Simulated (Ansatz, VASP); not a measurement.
# One calculation of Sb, two programs

```xyz
2
Lattice="2.1076 1.2168 3.7440 -2.1076 1.2168 3.7440 0.0000 -2.4336 3.7440" Properties=species:S:1:pos:R:3 pbc="T T T"
Sb    0.0000    0.0000    2.6242
Sb    0.0000    0.0000    8.6078
```

Change from the starting cell: x and y stretched by -2 %, z held, PAW files.

Alike in both runs: task electric field gradients; functional PBE; k mesh 9 × 9 × 9; occupations fermi-dirac, width 0.05 eV; no spin polarisation.

|  | VASP | Ansatz |
| --- | --- | --- |
| version | VASP 6.6.1 | Ansatz 0.2.0 |
| potentials or method | VASP PAW PBE potentials, release 64 (Sb) | PAW with Ansatz's default frozen-core files, scalar-relativistic |
| plane-wave cutoff (eV) | 520 | 420 |
| valence electrons in the cell | 10 | 30 |

```tsv
	VASP	Ansatz	Ansatz less VASP
pressure (GPa)	6.2	6.1	-0.13
traceless stress, the component that is largest in VASP (GPa)	-1.15	-1.10	+0.045
rms of the force components (eV/Å)	0.280	0.247	-0.0332
size of Vzz on the site where it differs most (V/Å²)	38.4	42.6	+4.20
```

Atom by atom the forces differ by 0.033 eV/Å (rms over components). With one functional, cell and mesh, what is left measures potentials, basis and numerics. VASP's potentials hold 10 valence electrons a cell and Ansatz's 30, so a difference there can come from the potentials and not from the codes.

Neither program's run includes spin-orbit coupling.
